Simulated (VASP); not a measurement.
Set up this calculation in VASP 6.6.1, as the native input.

* Task: relaxation of cell and atoms
* Functional: PBE
* Potentials or basis: VASP PAW PBE potentials, release 64 (Mg, B)
* Cutoff: 600 eV
* k mesh: 12 × 12 × 8
* Occupations: gaussian, width 0.1 eV
* Spin: no spin polarisation
* Dipole correction: no
* Further INCAR settings: ALGO = Normal; EDIFF = 1e-07; IBRION = 2; EDIFFG = -0.01; NSW = 100; ISIF = 3

The structure of Mg2B3 lies in POSCAR:

```
Mg2B3
1.0
    3.8328776627      0.0000000000      0.0000000000
   -1.9164388313      3.3193694255      0.0000000000
    0.0000000000      0.0000000000      4.8978530414
Mg B
2 3
Direct
    0.3333333333      0.6666666667      0.1736156968
    0.6666666667      0.3333333333      0.8263843032
    0.0000000000      0.0000000000      0.0000000000
    0.3333333333      0.6666666667      0.6346160976
    0.6666666667      0.3333333333      0.3653839024
```

The cell was built from a structure type or drawn by symmetry, and may not be a known phase.

One way to write it, as run:

INCAR

```
SYSTEM = Mg2B3
PREC = Accurate
ENCUT = 600
EDIFF = 1E-7
ISMEAR = 0
SIGMA = 0.1
LREAL = .False.
LASPH = .True.
NELM = 80
ALGO = Normal
ISIF = 3
LWAVE = .False.
LCHARG = .False.
GGA = PE
IBRION = 2
NSW = 100
EDIFFG = -0.01
```

KPOINTS

```
regular mesh
0
Gamma
  12 12 8
  0 0 0
```

Potentials or basis: VASP PAW PBE potentials, release 64 (Mg, B).

Command:

```bash
$ cat potpaw_PBE.64/Mg/POTCAR potpaw_PBE.64/B/POTCAR > POTCAR
$ mpirun -np 1 vasp_std > vasp.out
```

It gave:

- Relaxed volume: 12.09 Å³/atom
- Relaxed cell: a = 3.024 Å, b = 3.024 Å, c = 7.635 Å, α = 90.00°, β = 90.00°, γ = 120.00°
- Space group after relaxing (to 0.1 Å): P-3m1 (No. 164)
- Pressure after relaxing: 0.1 GPa
- Largest force after relaxing: 0.004 eV/Å
- Band gap on the k mesh: zero (an odd number of electrons rules out a gap without spin polarisation)

Caveat: a cell axis changed by over 15 % at a fixed basis, so the end point is rough.

It took 21 min on 1 thread of Intel(R) Xeon(R) Platinum 8488C (Sapphire Rapids) (shared host), peak memory 0.3 GiB.
